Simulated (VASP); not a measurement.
# CsSnI3 (P4mm) in VASP: notebook

Runs on CsSnI3. Level: PBE. Tasks: single point.

All numbers are computed with VASP 6.6.1; they aren't measurements. Logs are shortened: lines on timing, memory, paths and dates and some standing lists are left out, and cuts for length are marked.

### Step 1. The cell of the first run

It takes space group P4mm (No. 99, tetragonal). Conventional cell: a = 6.289 Å, b = 6.289 Å, c = 6.288 Å, α = 90.00°, β = 90.00°, γ = 90.00°. Cs (site symmetry 4mm) has 12 I at 4.43 to 4.46 Å and 8 Sn at 5.44 to 5.45 Å within 5.8 Å. Within 4.1 Å of Sn (site symmetry 4mm) lie 6 I at 3.12 to 3.17 Å. Within 4.1 Å of I (site symmetry 2mm) lie 2 Sn at 3.14 Å. Within 4.1 Å of I (site symmetry 4mm) lie 2 Sn at 3.12 to 3.17 Å.

### Step 2. Single point, PBE

Input file INCAR:

```
SYSTEM = CsSnI3
ALGO     = Normal         ! electronic algorithm
EDIFF    = 1E-6           ! SCF threshold, eV
ENCUT    = 520            ! plane-wave cutoff, eV
GGA      = PE             ! functional
ISIF     = 2              ! what is computed and relaxed
ISMEAR   = 0              ! smearing method
LASPH    = .TRUE.         ! aspherical terms in the spheres
LCHARG   = .FALSE.        ! write CHGCAR
LREAL    = .FALSE.        ! projectors in reciprocal space
LWAVE    = .FALSE.        ! write WAVECAR
NBANDS   = 55             ! bands
NELM     = 100            ! most SCF steps
PREC     = Accurate       ! precision mode
SIGMA    = 0.1            ! smearing width, eV
```

Input file KPOINTS:

```
k-points
0
G
  2 2 1
  0 0 0
```

Input file POSCAR:

```
CsSnI3
1.0
    6.2888941537      0.0000000000      0.0000000000
    0.0000000000      6.2888941537      0.0000000000
    0.0000000000      0.0000000000     12.5754072777
Cs Sn I
2 2 6
Direct
    0.0000000000      0.0000000000      0.0008381900
    0.0000000000      0.0000000000      0.5008381900
    0.5000000000      0.5000000000      0.2513292047
    0.5000000000      0.5000000000      0.7513292047
    1.0000000000      0.5000000000      0.2492090462
    1.0000000000      0.5000000000      0.7492090462
    0.5000000000      0.5000000000      0.4994145179
    0.5000000000      0.5000000000      0.9994145179
    0.5000000000      1.0000000000      0.2492090462
    0.5000000000      1.0000000000      0.7492090462
```

Potentials or basis: VASP PAW PBE potentials, release 64 (Cs_sv, Sn_d, I).

Run with:

```sh
> cat potpaw_PBE.64/Cs_sv/POTCAR potpaw_PBE.64/Sn_d/POTCAR potpaw_PBE.64/I/POTCAR > POTCAR
> mpirun -np 1 vasp_std > vasp.out
```

OUTCAR:

```text
SYSTEM = CsSnI3
   EDIFF = 1E-6
   ENCUT = 520
   GGA = PE
   ISIF = 2
   ISMEAR = 0
   LASPH = .TRUE.
   LREAL = .FALSE.
   NELM = 100
   PREC = Accurate

 ion  position               nearest neighbor table
   1  0.000  0.000  0.001-
   2  0.000  0.000  0.501-
   3  0.500  0.500  0.251-   7 3.12   5 3.14   9 3.14   9 3.14   5 3.14   8 3.17
   4  0.500  0.500  0.751-   8 3.12   6 3.14  10 3.14  10 3.14   6 3.14   7 3.17
   5  0.000  0.500  0.249-   3 3.14   3 3.14
   6  0.000  0.500  0.749-   4 3.14   4 3.14
   7  0.500  0.500  0.499-   3 3.12   4 3.17
   8  0.500  0.500  0.999-   4 3.12   3 3.17
   9  0.500  0.000  0.249-   3 3.14   3 3.14
  10  0.500  0.000  0.749-   4 3.14   4 3.14
[... 7 lines left out ...]
 A1 = (   6.2888941537,   0.0000000000,   0.0000000000)
 A2 = (   0.0000000000,   6.2888941537,   0.0000000000)
 A3 = (   0.0000000000,   0.0000000000,  12.5754072777)

Analysis of symmetry for initial positions (statically):
=====================================================================
 Subroutine PRICEL returns following result:

  LATTYP: Found a simple tetragonal cell.
 ALAT       =     6.2888941537
 C/A-ratio  =     0.9998106957

  Lattice vectors:

 A1 = (   6.2888941537,   0.0000000000,   0.0000000000)
 A2 = (   0.0000000000,   6.2888941537,   0.0000000000)
 A3 = (   0.0000000000,   0.0000000000,   6.2877036389)

   2 primitive cells build up your supercell.

 Routine SETGRP: Setting up the symmetry group for a
 simple tetragonal supercell.

 Subroutine GETGRP returns: Found  8 space group operations
 (whereof  8 operations were pure point group operations)
 out of a pool of 16 trial point group operations.

The static configuration has the point symmetry C_4v.

Analysis of symmetry for dynamics (positions and initial velocities):
=====================================================================
 Subroutine PRICEL returns following result:

  LATTYP: Found a simple tetragonal cell.
 ALAT       =     6.2888941537
 C/A-ratio  =     0.9998106957

  Lattice vectors:

 A1 = (   6.2888941537,   0.0000000000,   0.0000000000)
 A2 = (   0.0000000000,   6.2888941537,   0.0000000000)
 A3 = (   0.0000000000,   0.0000000000,   6.2877036389)

[... 95 lines left out ...]
   EDIFFG = 0.1E-04   stopping-criterion for IOM
   NSW    =      0    number of steps for IOM
   IBRION =     -1    ionic relax: 0-MD 1-quasi-New 2-CG
   NFREE  =      0    steps in history (QN), initial steepest desc. (CG)
   ISIF   =      2    stress and relaxation
   ISYM   =      2    0-nonsym 1-usesym 2-fastsym
   POTIM  = 0.5000    time-step for ionic-motion
   TEBEG  =    0.0;   TEEND  =   0.0 temperature during run
   PSTRESS=    0.0 pullay stress
   NELECT =      88.0000    total number of electrons
   NUPDOWN=      -1.0000    fix difference up-down
   EMIN   =  10.00;   EMAX   =-10.00  energy-range for DOS
   EFERMI =   0.00;   METHOD = LEGACY
   ISMEAR =     0;   SIGMA  =   0.10  broadening in eV -4-tet -1-fermi 0-gaus
   EFERMI_NEDOS =   21; number of points for ismear=-14 and -15
   IALGO  =     38    algorithm
   IMIX   =      4    mixing-type and parameters
     AMIX     =   0.40;   BMIX     =  1.00
     AMIX_MAG =   1.60;   BMIX_MAG =  1.00
  volume/ion in A,a.u.               =      49.74       335.63
  Fermi-wavevector in a.u.,A,eV,Ry     =   0.919063  1.736778 11.492538  0.844678
  Thomas-Fermi vector in A             =   2.044215
   LORBIT       =      0    0 simple, 1 ext, 2 COOP (PROOUT), +10 PAW based schemes
   GGA     = PE    functional components
   LHFCALC =     F    Hartree Fock is set to
   AEXX    =    0.0000 exact exchange contribution
   IVDW    =     0    specifies the selected vdW correction
   LEPSILON=     F    determine dielectric tensor
   LRPA    =     F    only Hartree local field effects (RPA)
 non-spin polarized calculation
 Gauss-broadening in eV      SIGMA  =   0.10
  energy-cutoff  :      520.00
  volume of cell :      497.36
 maximum number of plane-waves:     13432
 NGX is ok and might be reduce to    48

 number of electron      87.9999975 magnetization

 Free energy of the ion-electron system (eV)
  ---------------------------------------------------
  ext. energy  EPLUGINS =         0.00000000
  ---------------------------------------------------
  free energy    TOTEN  =       -26.33630439 eV

  energy without entropy =      -26.33554524  energy(sigma->0) =      -26.33592482

 E-fermi :   2.5729     XC(G=0):  -7.3531

 val. band max:        2.3814430804   @ k =   0.5000   0.5000   0.0000
 cond. band min:       2.7877197054   @ k =   0.5000   0.5000   0.0000
 fundamental gap:      0.4062766249
 Fermi energy:         2.5729336881

 k-point     1 :       0.0000    0.0000    0.0000
  band No.  band energies     occupation
      1     -19.8443      2.00000
      2     -19.8443      2.00000
      3     -19.8440      2.00000
      4     -19.8430      2.00000
      5     -19.8314      2.00000
      6     -19.8314      2.00000
[... 163 lines left out ...]
     54       6.6139      0.00000
     55       6.7934      0.00000

------------------------ aborting loop because EDIFF is reached ----------------------------------------

  FORCE on cell =-STRESS in cart. coord.  units (eV):
  Direction    XX          YY          ZZ          XY          YZ          ZX
  --------------------------------------------------------------------------------------
  -------------------------------------------------------------------------------------
  Total        3.9308038      3.9308038      3.9714702      0.0000000     -0.0000000      0.0000000
  in kB       12.6625542     12.6625542     12.7935556      0.0000000     -0.0000000      0.0000000
  external PRESSURE =      12.7062214 kB  Pullay stress =       0.0000000 kB

 VOLUME and BASIS-vectors are now :
 -----------------------------------------------------------------------------
  energy-cutoff  :      520.00
  volume of cell :      497.36
      direct lattice vectors                 reciprocal lattice vectors
     6.288894154  0.000000000  0.000000000     0.159010468  0.000000000  0.000000000
     0.000000000  6.288894154  0.000000000     0.000000000  0.159010468  0.000000000
     0.000000000  0.000000000 12.575407278     0.000000000  0.000000000  0.079520287

 POSITION                                       TOTAL-FORCE (eV/Angst)
 -----------------------------------------------------------------------------------
      0.00000      0.00000      0.01054        -0.000000     -0.000000      0.001622
      0.00000      0.00000      6.29824        -0.000000     -0.000000      0.001622
      3.14445      3.14445      3.16057         0.000000      0.000000      0.077619
      3.14445      3.14445      9.44827        -0.000000      0.000000      0.077619
      0.00000      3.14445      3.13391        -0.000000     -0.000000     -0.022149
      0.00000      3.14445      9.42161        -0.000000     -0.000000     -0.022149
      3.14445      3.14445      6.28034         0.000000     -0.000000     -0.034942
      3.14445      3.14445     12.56804        -0.000000     -0.000000     -0.034942
      3.14445      0.00000      3.13391        -0.000000     -0.000000     -0.022149
      3.14445      0.00000      9.42161        -0.000000     -0.000000     -0.022149
 -----------------------------------------------------------------------------------
    total drift:                                0.000000      0.000000      0.001547

  FREE ENERGIE OF THE ION-ELECTRON SYSTEM (eV)
  ---------------------------------------------------
  free  energy   TOTEN  =       -26.3363043885 eV

  energy  without entropy=      -26.3355452429  energy(sigma->0) =      -26.33592482
```

stdout:

```text
POSCAR found type information on POSCAR CsSnI
 POSCAR found :  3 types and      10 ions
 scaLAPACK will be used
 LDA part: xc-table for (Slater+PW92), standard interpolation
 POSCAR, INCAR and KPOINTS ok, starting setup
 FFT: planning ... GRIDC
 FFT: planning ... GRID_SOFT
 FFT: planning ... GRID
 WAVECAR not read
 entering main loop
```

It took 2.6 min on 1 thread of Intel Xeon Platinum 8259CL at 2.50GHz (Skylake/Cascade Lake), shared host; peak memory 0.53 GiB.

What came out:

```
Free energy            : -26.3363 eV
Pressure               : 1.3 GPa
Largest force          : 0.078 eV/Å
Band gap on the k mesh : 0.41 eV
```

Forces in eV/Å, atoms in the order of the input:
```
Cs   0.000  0.000  0.002
Cs   0.000  0.000  0.002
Sn   0.000  0.000  0.078
Sn   0.000  0.000  0.078
I    0.000  0.000 -0.022
I    0.000  0.000 -0.022
I    0.000  0.000 -0.035
I    0.000  0.000 -0.035
I    0.000  0.000 -0.022
I    0.000  0.000 -0.022
```

Caveat: the k points lie up to 0.50 Å⁻¹ apart; spin-orbit coupling is left out, which moves the levels of the heavy elements.

### Step 3. Single point, PBE

This run uses another cell than the first one: it holds 5 atoms, not 10.

Input file INCAR:

```
SYSTEM = CsSnI3
PREC = Accurate
ENCUT = 520
EDIFF = 1E-6
ISMEAR = 0
SIGMA = 0.02
LREAL = .FALSE.
LASPH = .TRUE.
NELM = 100
ALGO = Normal
ISIF = 2
LWAVE = .FALSE.
LCHARG = .FALSE.
GGA = PE
NBANDS = 30
```

Input file KPOINTS:

```
Automatic mesh
0
G
  6 6 6
  0 0 0
```

Input file POSCAR:

```
CsSnI3
1.0
    6.2888941537      0.0000000000      0.0000000000
    0.0000000000      6.2888941537      0.0000000000
    0.0000000000      0.0000000000      6.2877036388
Cs Sn I
1 1 3
Direct
    0.0000000000      0.0000000000      0.0016763801
    0.5000000000      0.5000000000      0.5026584095
    0.0000000000      0.5000000000      0.4984180924
    0.5000000000      0.5000000000      0.9988290357
    0.5000000000      0.0000000000      0.4984180924
```

Potentials or basis: VASP PAW PBE potentials, release 64 (Cs_sv, Sn_d, I).

Run with:

```sh
> cat potpaw_PBE.64/Cs_sv/POTCAR potpaw_PBE.64/Sn_d/POTCAR potpaw_PBE.64/I/POTCAR > POTCAR
> mpirun -np 1 vasp_std > vasp.out
```

Wall time 4.5 min (1 thread of Intel Xeon Platinum 8259CL at 2.50GHz (Skylake/Cascade Lake), shared host); peak memory 0.5 GiB.

The run converged. Its results:

```yaml
Free_energy: -14.0299 eV
Pressure: 0.0 GPa
Band_gap_on_the_k_mesh: 0.48 eV, direct
```

Forces in eV/Å, atoms in the order of the input:
```
Cs   0.000  0.000  0.001
Sn   0.000  0.000 -0.002
I    0.000  0.000  0.001
I    0.000  0.000  0.000
I    0.000  0.000  0.001
```

Levels at points of the mesh, in eV from the valence-band top:
```csv
k point,band 18,band 19,band 20,band 21,band 22,band 23,band 24,band 25,band 26,band 27
"(0.00, 0.00, 0.00)",-2.10,-2.10,-1.96,-1.96,-1.96,2.35,3.35,3.35,3.68,3.68
"(0.50, 0.00, 0.00)",-2.33,-2.25,-2.07,-2.07,-1.45,1.22,3.82,4.07,4.28,4.30
"(0.50, 0.50, 0.00)",-2.39,-2.39,-2.31,-1.56,-0.72,0.91,0.91,3.99,4.35,4.51
"(0.00, 0.00, 0.50)",-2.33,-2.25,-2.07,-2.07,-1.45,1.22,3.82,4.07,4.30,4.30
"(0.50, 0.00, 0.50)",-2.39,-2.39,-2.31,-1.56,-0.72,0.90,0.91,3.98,4.35,4.51
"(0.50, 0.50, 0.50)",-2.31,-1.55,-1.55,-1.55,0.00,0.48,0.48,0.48,3.19,4.18
```

Caveat: spin-orbit coupling is left out, which moves the levels of the heavy elements. A k mesh can miss the band edges.
